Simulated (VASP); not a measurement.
Al15Pt8 (a cell with a defect), 23 atoms in the cell. The cell holds a defect, 23 atoms: a = 8.347 Å, b = 8.347 Å, c = 8.347 Å, α = 60.00°, β = 60.00°, γ = 60.00°. 

| Property | Result |
| --- | --- |
| Program | VASP 6.6.1 |
| Task | single point |
| Functional | PBE |
| Potentials or basis | VASP PAW PBE potentials, release 64 (Pt, Al) |
| Cutoff | 520 eV |
| k mesh | 2 × 2 × 2 |
| Occupations | gaussian, width 0.1 eV |
| Spin | no spin polarisation |
| Dipole correction | no |
| Further INCAR settings | LREAL = Auto; ALGO = Normal; EDIFF = 1e-07; NBANDS = 80 |

Potentials or basis: VASP PAW PBE potentials, release 64 (Pt, Al).

The run is started by

```console
$ cat potpaw_PBE.64/Pt/POTCAR potpaw_PBE.64/Al/POTCAR > POTCAR
$ mpirun -np 1 vasp_std > vasp.out
```

Hardware: 1 thread of Intel(R) Xeon(R) Platinum 8488C (Sapphire Rapids), with other jobs on the host.

Task: How long does it take, and how much memory?

Result: It took 6.5 min on 1 thread of Intel(R) Xeon(R) Platinum 8488C (Sapphire Rapids) (shared host), peak memory 0.63 GiB. Counts: scf iterations 16, k points 8.
